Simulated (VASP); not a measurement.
**SiC (zincblende type): single point with r2SCAN**

SiC (zincblende type):

```
CELL_PARAMETERS angstrom
0.00000 2.17816 2.17816
2.17816 0.00000 2.17816
2.17816 2.17816 0.00000
ATOMIC_POSITIONS crystal
Si 0.00000 0.00000 0.00000
C 0.25000 0.25000 0.25000
```

```json
{
 "Program": "VASP 6.6.1",
 "Task": "single point",
 "Functional": "r2SCAN",
 "Potentials or basis": "VASP PAW PBE potentials, release 64 (Si, C)",
 "Cutoff": "520 eV",
 "k mesh": "13 × 13 × 13",
 "Occupations": "fermi-dirac, width 0.02 eV",
 "Spin": "no spin polarisation",
 "Dipole correction": "no",
 "Further INCAR settings": "ALGO = Normal; EDIFF = 1e-06; NBANDS = 11"
}
```

```yaml
Pressure: -0.2 GPa
Band_gap_on_the_k_mesh: 1.80 eV (least direct gap 5.10 eV)
```

Levels at points of the mesh, in eV from the valence-band top:
```csv
k point,band 1,band 2,band 3,band 4,band 5,band 6,band 7,band 8,band 9
"(0.00, 0.00, 0.00)",-16.19,0.00,0.00,0.00,6.85,7.86,7.86,7.86,15.22
```

Run time: 65 s on 1 thread of Intel Xeon 8259CL, on a shared host, peak memory 0.15 GiB.

Caveat: the PAW data sets were made with another functional, which shifts forces and pressure a little; an odd mesh through Γ misses points on the zone boundary, where band edges can lie.
